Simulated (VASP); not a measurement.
Wanted: the native input for a VASP 6.6.1 run.

| Quantity | Value |
| --- | --- |
| Task | single point |
| Functional | PBE |
| Potentials or basis | VASP PAW PBE potentials, release 64 (Li_sv, Se) |
| Cutoff | 520 eV |
| k mesh | 12 × 12 × 6 |
| Occupations | gaussian, width 0.1 eV |
| Spin | no spin polarisation |
| Dipole correction | no |
| Further INCAR settings | ALGO = Normal; EDIFF = 1e-06; NBANDS = 20 |

The structure of Li2Se3 lies in POSCAR:

```
Li2Se3
1.0
    4.3176199923      0.0000000000      0.0000000000
   -2.1588099962      3.7391685973      0.0000000000
    0.0000000000      0.0000000000      6.7597937362
Li Se
2 3
Direct
    0.3333333333      0.6666666667      0.1177134552
    0.6666666667      0.3333333333      0.8822865448
    0.0000000000      0.0000000000      0.0000000000
    0.3333333333      0.6666666667      0.5511370891
    0.6666666667      0.3333333333      0.4488629109
```

The input as run:

INCAR

```
PREC = Accurate
ENCUT = 520
EDIFF = 1E-6
ISMEAR = 0
SIGMA = 0.1
LREAL = False
LASPH = True
NELM = 80
ALGO = Normal
ISIF = 2
LWAVE = False
LCHARG = False
GGA = PE
NBANDS = 20
```

KPOINTS

```
Automatic mesh
0
Gamma
  12 12 6
```

Potentials or basis: VASP PAW PBE potentials, release 64 (Li_sv, Se).

Launch:

```bash
$ cat potpaw_PBE.64/Li_sv/POTCAR potpaw_PBE.64/Se/POTCAR > POTCAR
$ mpirun -np 1 vasp_std > vasp.out
```

Results of the run:

* Largest force: 0.008 eV/Å
* Band gap on the k mesh: zero (band 12 reaches 2.48 eV, above the bottom of band 13 at 2.09 eV)

Run time: 84 s on 1 thread of Intel(R) Xeon(R) 6975P-C (Granite Rapids), on a shared host, peak memory 0.32 GiB.
